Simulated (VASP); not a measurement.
# WS2 (Tungstenite) (R3m) in VASP: a series of runs

The runs below take WS2 (Tungstenite) through single point, with LDA, PBEsol.

Everything below comes from runs of VASP 6.6.1. Logs are shortened: lines on timing, memory, paths and dates and some standing lists are left out, and cuts for length are marked.

## Step 1: The cell of the first run

It takes space group R3m (No. 160, trigonal). Conventional cell: a = 3.094 Å, b = 3.094 Å, c = 18.113 Å, α = 90.00°, β = 90.00°, γ = 120.00°. W (site symmetry 3m) has 6 S at 2.34 to 2.37 Å and 6 W at 3.09 Å within 3.1 Å. Within 3.1 Å of S (site symmetry 3m) lie 3 W at 2.37 Å and 7 S at 3.07 to 3.09 Å. S (site symmetry 3m) has 3 W at 2.34 Å and 7 S at 3.07 to 3.09 Å within 3.1 Å.

## Step 2: Single point, LDA (volume scaled by 0.94)

The input, INCAR:

```
  ALGO = Normal
  EDIFF = 1E-6
  ENCUT = 520
  GGA = CA
  ISIF = 2
  ISMEAR = -1
  LASPH = T
  LCHARG = F
  LREAL = F
  LWAVE = F
  NBANDS = 20
  NELM = 80
  PREC = Accurate
  SIGMA = 0.05
```

The input, KPOINTS:

```
k-points
0
Gamma
  10 10 10
```

The input, POSCAR:

```
WS2
1.0
    1.5467664657      0.8930260354      6.0375157167
   -1.5467664657      0.8930260354      6.0375157167
    0.0000000000     -1.7860520706      6.0375157167
W S
1 2
Direct
    0.0000000000      0.0000000000      0.0000000000
    0.5810000000      0.5810000000      0.5810000000
    0.7503000000      0.7503000000      0.7503000000
```

Potentials or basis: VASP PAW LDA potentials, release 64 (W_sv, S).

Run with:

```bash
cat potpaw_LDA.64/W_sv/POTCAR potpaw_LDA.64/S/POTCAR > POTCAR
mpirun -np 1 vasp_std > vasp.out
```

OUTCAR:

```text
EDIFF = 1E-6
   ENCUT = 520
   GGA = CA
   ISIF = 2
   ISMEAR = -1
   LASPH = T
   LREAL = F
   NELM = 80
   PREC = Accurate

 ion  position               nearest neighbor table
   1  0.000  0.000  0.000-   3 2.34   3 2.34   3 2.34   2 2.37   2 2.37   2 2.37
   2  0.581  0.581  0.581-   1 2.37   1 2.37   1 2.37
   3  0.750  0.750  0.750-   1 2.34   1 2.34   1 2.34

  LATTYP: Found a trigonal (rhomboedric) cell.
 ALAT       =     6.2961558136
 COS(alpha) =     0.8792940837

  Lattice vectors:

 A1 = (   1.5467664657,   0.8930260354,   6.0375157167)
 A2 = (  -1.5467664657,   0.8930260354,   6.0375157167)
 A3 = (   0.0000000000,  -1.7860520706,   6.0375157167)

Analysis of symmetry for initial positions (statically):
=====================================================================
 Subroutine PRICEL returns:
 Original cell was already a primitive cell.

 Routine SETGRP: Setting up the symmetry group for a
 trigonal (rhombohedral) supercell.

 Subroutine GETGRP returns: Found  6 space group operations
 (whereof  6 operations were pure point group operations)
 out of a pool of 12 trial point group operations.

The static configuration has the point symmetry C_3v.

Analysis of symmetry for dynamics (positions and initial velocities):
=====================================================================
 Subroutine PRICEL returns:
 Original cell was already a primitive cell.

 Routine SETGRP: Setting up the symmetry group for a
 trigonal (rhombohedral) supercell.

 Subroutine GETGRP returns: Found  6 space group operations
 (whereof  6 operations were pure point group operations)
 out of a pool of 12 trial point group operations.

The dynamic configuration has the point symmetry C_3v.

 Subroutine INISYM returns: Found  6 space group operations
 (whereof  6 operations are pure point group operations),
 and found     1 'primitive' translations

----------------------------------------------------------------------------------------

                                     Primitive cell

  volume of cell :      50.0378

  direct lattice vectors                    reciprocal lattice vectors
     1.546766466  0.893026035  6.037515717     0.323255004  0.186631364  0.055210346
    -1.546766466  0.893026035  6.037515717    -0.323255004  0.186631364  0.055210346
     0.000000000 -1.786052071  6.037515717     0.000000000 -0.373262727  0.055210346

  length of vectors
     6.296155814  6.296155814  6.296155814     0.377323794  0.377323794  0.377323794

  position of ions in fractional coordinates (direct lattice)
     0.000000000  0.000000000  0.000000000
     0.581000000  0.581000000  0.581000000
     0.750300000  0.750300000  0.750300000

  ion indices of the primitive-cell ions
   primitive index   ion index
                 1           1
                 2           2
                 3           3

----------------------------------------------------------------------------------------

 KPOINTS: k-points

Automatic generation of k-mesh.
 Grid dimensions read from file:
 generate k-points for:   10   10   10

 Generating k-lattice:

  Cartesian coordinates                     Fractional coordinates (reciprocal lattice)
     0.032325500  0.018663136  0.005521035     0.100000000  0.000000000  0.000000000
    -0.032325500  0.018663136  0.005521035     0.000000000  0.100000000  0.000000000
     0.000000000 -0.037326273  0.005521035     0.000000000  0.000000000  0.100000000

  Length of vectors
     0.037732379  0.037732379  0.037732379

  Shift w.r.t. Gamma in fractional coordinates (k-lattice)
     0.000000000  0.000000000  0.000000000

 Subroutine IBZKPT returns following result:
 ===========================================

 Found    116 irreducible k-points:

 Following reciprocal coordinates:
            Coordinates               Weight
  0.000000  0.000000  0.000000      1.000000
  0.100000  0.000000  0.000000      6.000000
  0.200000  0.000000  0.000000      6.000000
  0.300000  0.000000  0.000000      6.000000
  0.400000  0.000000  0.000000      6.000000
  0.500000 -0.000000  0.000000      3.000000
[... 16 lines left out ...]
  0.300000  0.300000  0.000000      6.000000
  0.400000  0.300000  0.000000     12.000000
 [... further k-points ...]
   k-points           NKPTS =    116   k-points in BZ     NKDIM =    116   number of bands    NBANDS=     20
   number of dos      NEDOS =    301   number of ions     NIONS =      3
   total plane-waves  NPLWV = 110592
   dimension x,y,z NGX =    48 NGY =   48 NGZ =   48
   dimension x,y,z NGXF=    96 NGYF=   96 NGZF=   96
   ions per type =               1   2
   NGX,Y,Z   is equivalent  to a cutoff of  12.67, 12.67, 12.67 a.u.
   NGXF,Y,Z  is equivalent  to a cutoff of  25.35, 25.35, 25.35 a.u.
 SYSTEM =  unknown system
   PREC   = accura    normal or accurate (medium, high low for compatibility)
   ISTART =      0    job   : 0-new  1-cont  2-samecut
   ICHARG =      2    charge: 1-file 2-atom 10-const
   ISPIN  =      1    spin polarized calculation?
   LNONCOLLINEAR =      F non collinear calculations
   LSORBIT =      F    spin-orbit coupling
   LASPH  =      T    aspherical Exc in radial PAW
   ENCUT  =  520.0 eV  38.22 Ry    6.18 a.u.  11.71 11.71 11.71*2*pi/ulx,y,z
   NELM   =     80;   NELMIN=  2; NELMDL= -5     # of ELM steps
   EDIFF  = 0.1E-05   stopping-criterion for ELM
   LREAL  =      F    real-space projection
   EDIFFG = 0.1E-04   stopping-criterion for IOM
   NSW    =      0    number of steps for IOM
   IBRION =     -1    ionic relax: 0-MD 1-quasi-New 2-CG
   NFREE  =      0    steps in history (QN), initial steepest desc. (CG)
   ISIF   =      2    stress and relaxation
   ISYM   =      2    0-nonsym 1-usesym 2-fastsym
   POTIM  = 0.5000    time-step for ionic-motion
   TEBEG  =    0.0;   TEEND  =   0.0 temperature during run
   PSTRESS=    0.0 pullay stress
   NELECT =      26.0000    total number of electrons
   NUPDOWN=      -1.0000    fix difference up-down
   EMIN   =  10.00;   EMAX   =-10.00  energy-range for DOS
   EFERMI =   0.00;   METHOD = LEGACY
   ISMEAR =    -1;   SIGMA  =   0.05  broadening in eV -4-tet -1-fermi 0-gaus
   EFERMI_NEDOS =   21; number of points for ismear=-14 and -15
   IALGO  =     38    algorithm
   IMIX   =      4    mixing-type and parameters
     AMIX     =   0.40;   BMIX     =  1.00
     AMIX_MAG =   1.60;   BMIX_MAG =  1.00
  volume/ion in A,a.u.               =      16.68       112.56
  Fermi-wavevector in a.u.,A,eV,Ry     =   1.316133  2.487131 23.568098  1.732206
  Thomas-Fermi vector in A             =   2.446267
   LORBIT       =      0    0 simple, 1 ext, 2 COOP (PROOUT), +10 PAW based schemes
   GGA     = CA    functional components
   LHFCALC =     F    Hartree Fock is set to
   AEXX    =    0.0000 exact exchange contribution
   IVDW    =     0    specifies the selected vdW correction
   LEPSILON=     F    determine dielectric tensor
   LRPA    =     F    only Hartree local field effects (RPA)
 non-spin polarized calculation
  energy-cutoff  :      520.00
  volume of cell :       50.04
 maximum number of plane-waves:      1366
   NGX = 23   NGY = 23   NGZ = 23

 number of electron      25.9999998 magnetization

 Free energy of the ion-electron system (eV)
  ---------------------------------------------------
  ext. energy  EPLUGINS =         0.00000000
  ---------------------------------------------------
  free energy    TOTEN  =       -26.19638486 eV

  energy without entropy =      -26.19638399  energy(sigma->0) =      -26.19638443

 E-fermi :   8.6441     XC(G=0): -11.5344

 val. band max:        8.2281884782   @ k =   0.5000   0.5000   0.5000
 cond. band min:       9.1484811588   @ k =  -0.2000   0.2000   0.0000
 fundamental gap:      0.9202926806
 Fermi energy:         8.6441018578

 k-point     1 :       0.0000    0.0000    0.0000
  band No.  band energies     occupation
      1     -65.9413      2.00000
      2     -30.5593      2.00000
      3     -30.3000      2.00000
      4     -30.3000      2.00000
      5      -7.8982      2.00000
      6      -5.6293      2.00000
[... 12 lines left out ...]
     19      16.1620      0.00000
     20      16.7688      0.00000

 k-point     2 :       0.1000    0.0000    0.0000
  band No.  band energies     occupation
      1     -65.9388      2.00000
      2     -30.5507      2.00000
      3     -30.3466      2.00000
      4     -30.3106      2.00000
      5      -7.7075      2.00000
      6      -5.5833      2.00000
[... 12 lines left out ...]
     19      16.6843      0.00000
     20      16.9336      0.00000

 k-point     3 :       0.2000    0.0000    0.0000
  band No.  band energies     occupation
      1     -65.9321      2.00000
      2     -30.5281      2.00000
      3     -30.4669      2.00000
      4     -30.3384      2.00000
      5      -7.1756      2.00000
      6      -5.4541      2.00000
[... 12 lines left out ...]
     19      16.6657      0.00000
     20      17.2570      0.00000

 k-point     4 :       0.3000    0.0000    0.0000
  band No.  band energies     occupation
      1     -65.9238      2.00000
      2     -30.6123      2.00000
      3     -30.4999      2.00000
      4     -30.3724      2.00000
      5      -6.4250      2.00000
      6      -5.2743      2.00000
[... 12 lines left out ...]
     19      15.9826      0.00000
     20      16.5653      0.00000

 k-point     5 :       0.4000    0.0000    0.0000
  band No.  band energies     occupation
      1     -65.9172      2.00000
      2     -30.7275      2.00000
      3     -30.4771      2.00000
      4     -30.3998      2.00000
      5      -5.6911      2.00000
      6      -5.1088      2.00000
[... 12 lines left out ...]
     19      14.9543      0.00000
     20      15.7943      0.00000

 k-point     6 :       0.5000   -0.0000    0.0000
  band No.  band energies     occupation
      1     -65.9146      2.00000
      2     -30.7709      2.00000
      3     -30.4683      2.00000
      4     -30.4102      2.00000
      5      -5.3592      2.00000
      6      -5.0409      2.00000
[... 12 lines left out ...]
     19      14.6850      0.00000
     20      15.6991      0.00000

 k-point     7 :       0.1000    0.1000    0.0000
  band No.  band energies     occupation
      1     -65.9388      2.00000
      2     -30.5507      2.00000
      3     -30.3466      2.00000
      4     -30.3106      2.00000
      5      -7.7007      2.00000
      6      -5.5986      2.00000
[... 12 lines left out ...]
     19      16.7045      0.00000
     20      16.9522      0.00000
[... 277 lines left out ...]
 k-point    20 :      -0.4000    0.2000   -0.0000
  band No.  band energies     occupation
      1     -65.9125      2.00000
      2     -30.7170      2.00000
      3     -30.5120      2.00000
      4     -30.4613      2.00000
      5      -5.1119      2.00000
      6      -4.9328      2.00000
[... 12 lines left out ...]
     19      16.6207      0.00000
     20      17.1846      0.00000

 k-point    21 :      -0.3000    0.2000   -0.0000
  band No.  band energies     occupation
      1     -65.9146      2.00000
      2     -30.6963      2.00000
      3     -30.4886      2.00000
      4     -30.4684      2.00000
      5      -5.4047      2.00000
      6      -4.9888      2.00000
[... 12 lines left out ...]
     19      16.0466      0.00000
     20      17.0632      0.00000

 k-point    22 :      -0.2000    0.2000    0.0000
  band No.  band energies     occupation
      1     -65.9200      2.00000
      2     -30.6368      2.00000
      3     -30.4869      2.00000
      4     -30.4318      2.00000
      5      -6.0489      2.00000
      6      -5.1433      2.00000
[... 12 lines left out ...]
     19      16.3194      0.00000
     20      16.7784      0.00000

 k-point    23 :       0.3000    0.3000    0.0000
  band No.  band energies     occupation
      1     -65.9238      2.00000
      2     -30.6123      2.00000
      3     -30.4999      2.00000
      4     -30.3724      2.00000
      5      -6.3716      2.00000
      6      -5.3576      2.00000
[... 12 lines left out ...]
     19      15.6864      0.00000
     20      17.1195      0.00000

 k-point    24 :       0.4000    0.3000    0.0000
  band No.  band energies     occupation
      1     -65.9192      2.00000
      2     -30.6729      2.00000
      3     -30.4842      2.00000
      4     -30.4115      2.00000
      5      -5.8772      2.00000
      6      -5.2393      2.00000
[... 12 lines left out ...]
     19      15.5587      0.00000
     20      16.9259      0.00000

 [... further k-points ...]

------------------------ aborting loop because EDIFF is reached ----------------------------------------

  FORCE on cell =-STRESS in cart. coord.  units (eV):
  Direction    XX          YY          ZZ          XY          YZ          ZX
  --------------------------------------------------------------------------------------
  -------------------------------------------------------------------------------------
  Total        2.4319521      2.4319521      2.9070505      0.0000000      0.0000000      0.0000000
  in kB       77.8694687     77.8694687     93.0817991      0.0000000      0.0000000      0.0000000
  external PRESSURE =      82.9402455 kB  Pullay stress =       0.0000000 kB

 VOLUME and BASIS-vectors are now :
 -----------------------------------------------------------------------------
  energy-cutoff  :      520.00
  volume of cell :       50.04
      direct lattice vectors                 reciprocal lattice vectors
     1.546766466  0.893026035  6.037515717     0.323255004  0.186631364  0.055210346
    -1.546766466  0.893026035  6.037515717    -0.323255004  0.186631364  0.055210346
     0.000000000 -1.786052071  6.037515717     0.000000000 -0.373262727  0.055210346

 POSITION                                       TOTAL-FORCE (eV/Angst)
 -----------------------------------------------------------------------------------
      0.00000      0.00000      0.00000         0.000000     -0.000000     -0.677958
      0.00000      0.00000     10.52339         0.000000     -0.000000     -0.614171
      0.00000      0.00000     13.58984         0.000000      0.000000      1.292129
 -----------------------------------------------------------------------------------
    total drift:                                0.000000      0.000000     -0.000033

  FREE ENERGIE OF THE ION-ELECTRON SYSTEM (eV)
  ---------------------------------------------------
  free  energy   TOTEN  =       -26.1963848606 eV

  energy  without entropy=      -26.1963839905  energy(sigma->0) =      -26.19638443
```

Wall time 3.6 min (1 thread of Intel Xeon Platinum 8259CL at 2.50GHz (Skylake/Cascade Lake), shared host); peak memory 0.32 GiB.

What came out:

```yaml
Free_energy: -26.1964 eV
Pressure: 8.3 GPa
Largest_force: 1.292 eV/Å
Band_gap_on_the_k_mesh: 0.92 eV, indirect (least direct gap 2.37 eV)
```

Forces in eV/Å, atoms in the order of the input:
```
W    0.000  0.000 -0.678
S    0.000  0.000 -0.614
S    0.000  0.000  1.292
```

Caveat: spin-orbit coupling is left out, which moves the levels of the heavy elements; forces of over 1 eV/Å act on the atoms, so gaps and moduli don't describe the material at rest. A k mesh can miss the band edges.

## Step 3: Single point, PBEsol (volume scaled by 0.94)

The input, INCAR:

```
SYSTEM = WS2
PREC = Accurate ; ENCUT = 520
EDIFF = 1E-6 ; ISMEAR = -1
SIGMA = 0.05 ; LREAL = .False.
LASPH = .True. ; NELM = 80
ALGO = Normal ; ISIF = 2
LWAVE = .False. ; LCHARG = .False.
GGA = PS ; NBANDS = 20
```

The input, KPOINTS:

```
regular mesh
0
Gamma
  10 10 10
  0 0 0
```

POSCAR is that of step 2.

Potentials or basis: VASP PAW PBE potentials, release 64 (W_sv, S).

Run with:

```bash
cat potpaw_PBE.64/W_sv/POTCAR potpaw_PBE.64/S/POTCAR > POTCAR
mpirun -np 1 vasp_std > vasp.out
```

Wall time 3.9 min (1 thread of Intel Xeon Platinum 8259CL at 2.50GHz (Skylake/Cascade Lake), shared host); peak memory 0.37 GiB.

It converged, with:

```yaml
Free_energy: -25.1601 eV
Pressure: 11.4 GPa
Largest_force: 1.499 eV/Å
Band_gap_on_the_k_mesh: 0.96 eV, indirect (least direct gap 2.39 eV)
```

Forces on the atoms (eV/Å):
```
W    0.000  0.000 -0.693
S    0.000  0.000 -0.805
S    0.000  0.000  1.499
```

Stress tensor (GPa, compression positive):
```
10.65  0.00  0.00
 0.00 10.65  0.00
 0.00  0.00 12.80
```

Levels at points of the mesh, in eV from the valence-band top:
| k point | band 9 | band 10 | band 11 | band 12 | band 13 | band 14 | band 15 | band 16 | band 17 | band 18 |
| --- | --- | --- | --- | --- | --- | --- | --- | --- | --- | --- |
| (0.00, 0.00, 0.00) | -3.86 | -2.48 | -2.48 | -1.68 | -1.43 | 2.26 | 2.26 | 2.73 | 2.73 | 4.90 |
| (0.50, 0.00, 0.00) | -5.71 | -4.49 | -2.72 | -1.94 | -1.89 | 2.44 | 2.68 | 3.69 | 4.08 | 4.42 |
| (0.50, 0.50, 0.00) | -5.39 | -4.41 | -3.42 | -2.11 | -1.71 | 2.39 | 2.82 | 3.29 | 4.68 | 5.01 |
| (0.50, 0.50, 0.50) | -3.87 | -3.87 | -2.44 | -2.44 | 0.00 | 2.39 | 2.39 | 2.54 | 2.54 | 5.01 |

Caveat: the PAW data sets were made with another functional, which shifts forces and pressure a little; spin-orbit coupling is left out, which moves the levels of the heavy elements.

## Step 4: Single point, LDA (volume scaled by 0.96)

The input, INCAR:

```
SYSTEM = WS2
ALGO = Normal
EDIFF = 1E-7
ENCUT = 520
GGA = CA
ISIF = 2
ISMEAR = -1
LASPH = .True.
LCHARG = .True.
LELF = .True.
LREAL = .False.
LVHAR = .True.
LWAVE = .False.
NBANDS = 20
NELM = 60
PREC = Accurate
SIGMA = 0.05
```

The input, KPOINTS:

```
k-points
0
Gamma
  10 10 10
  0 0 0
```

The input, POSCAR:

```
WS2
1.0
    1.5576595461      0.8993151583      6.0800348339
   -1.5576595461      0.8993151583      6.0800348339
    0.0000000000     -1.7986303165      6.0800348339
W S
1 2
Direct
    0.0000000000      0.0000000000      0.0000000000
    0.5810000000      0.5810000000      0.5810000000
    0.7503000000      0.7503000000      0.7503000000
```

Potentials or basis: VASP PAW LDA potentials, release 64 (W_sv, S).

Run with:

```bash
cat potpaw_LDA.64/W_sv/POTCAR potpaw_LDA.64/S/POTCAR > POTCAR
mpirun -np 1 vasp_std > vasp.out
```

It took 4 min on 1 thread of Intel Xeon Platinum 8259CL at 2.50GHz (Skylake/Cascade Lake), shared host; peak memory 0.32 GiB.

Results (log left out):

* Free energy: -26.2375 eV
* Pressure: 4.0 GPa
* Largest force: 0.852 eV/Å
* Band gap on the k mesh: 0.95 eV, indirect (least direct gap 2.34 eV)

Forces in eV/Å, atoms in the order of the input:
```
W    0.000  0.000 -0.646
S    0.000  0.000 -0.206
S    0.000  0.000  0.852
```

Stress tensor (GPa, compression positive):
```
3.62 0.00 0.00
0.00 3.62 0.00
0.00 0.00 4.75
```

Levels at points of the mesh, in eV from the valence-band top:
```
           k point  band 11  band 12  band 13  band 14  band 15  band 16
(0.00, 0.00, 0.00)    -2.42    -1.62    -1.37     2.22     2.22     2.65
(0.50, 0.00, 0.00)    -2.65    -1.84    -1.84     2.35     2.61     3.64
(0.50, 0.50, 0.00)    -3.32    -2.05    -1.63     2.30     2.74     3.23
(0.50, 0.50, 0.50)    -2.39    -2.39     0.00     2.34     2.34     2.47
```

Caveat: spin-orbit coupling is left out, which moves the levels of the heavy elements. A k mesh can miss the band edges.

## Step 5: Summary

| level | potentials or basis | cell | gap on the mesh (eV) | pressure (GPa) | largest force (eV/Å) |
| --- | --- | --- | --- | --- | --- |
| LDA | VASP PAW LDA potentials, release 64 (W_sv, S) | a = 6.296 Å, angles 28.4°, 3 atoms | 0.92 | 8.3 | 1.29 |
| PBEsol | VASP PAW PBE potentials, release 64 (W_sv, S) | a = 6.296 Å, angles 28.4°, 3 atoms | 0.96 | 11.4 | 1.50 |
| LDA | VASP PAW LDA potentials, release 64 (W_sv, S) | a = 6.340 Å, angles 28.4°, 3 atoms | 0.95 | 4.0 | 0.85 |

Alike in all rows: task single point; no spin polarisation; k mesh 10 × 10 × 10; cutoff (eV) 520; smearing fermi-dirac 0.05 eV.

Caveats: spin-orbit coupling is left out, which moves the levels of the heavy elements; forces of over 1 eV/Å act on the atoms, so gaps and moduli don't describe the material at rest (some runs); the PAW data sets were made with another functional, which shifts forces and pressure a little (some runs).

Total energies depend on the potentials used, so only differences within one code and one set of settings carry meaning.
